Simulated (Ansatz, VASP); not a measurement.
# One calculation of GaN, two programs

File INCAR:

```
SYSTEM = GaN
PREC = Accurate
ENCUT = 520
EDIFF = 1E-7
ISMEAR = 0
SIGMA = 0.02
LREAL = .False.
LASPH = .True.
NELM = 100
ALGO = Normal
ISIF = 2
LWAVE = .False.
LCHARG = .False.
GGA = PE
NBANDS = 16
```

The input KPOINTS:

```
regular mesh
0
Gamma
  10 10 10
  0 0 0
```

POSCAR

```
GaN
1.0
    0.0000000000      2.3188305185      2.3188305185
    2.3188305185      0.0000000000      2.3188305185
    2.3188305185      2.3188305185      0.0000000000
Ga N
1 1
Direct
    0.0000000000      0.0000000000      0.0000000000
    0.7500000000      0.7500000000      0.7500000000
```

Input for Ansatz:

```yaml
crystal:
  lattice:
    - [0.0, 2.3188305185, 2.3188305185]
    - [2.3188305185, 0.0, 2.3188305185]
    - [2.3188305185, 2.3188305185, 0.0]
  atoms:
    - { symbol: Ga, position: [0.0, 0.0, 0.0] }
    - { symbol: "N", position: [0.75, 0.75, 0.75] }
basis:
  ecutwfc: 420
kpoints:
  mp_grid: { grid: [10, 10, 10] }
hamiltonian:
  xc: pbe
scf:
  occupations: { method: gaussian, width: 0.02 }
output:
  forces: true
  stress: true
  eigenvalues: true
```

Alike in both runs: task single point; functional PBE; k mesh 10 × 10 × 10; occupations gaussian, width 0.02 eV; no spin polarisation.

|  | VASP | Ansatz |
| --- | --- | --- |
| version | VASP 6.6.1 | Ansatz 0.2.0 |
| potentials or method | VASP PAW PBE potentials, release 64 (Ga_d, N), cutoff 520 eV | scalar-relativistic, plane waves, PAW |
| valence electrons in the cell | 18 | 18 |

|  | VASP | Ansatz | Ansatz less VASP |
| --- | --- | --- | --- |
| gap on the k mesh at the Fermi level (eV) | 1.17 | 1.17 | -0.001 |
| least direct gap on the mesh (eV) | 1.17 | 1.17 | -0.001 |
| pressure (GPa) | -8.6 | -8.8 | -0.17 |
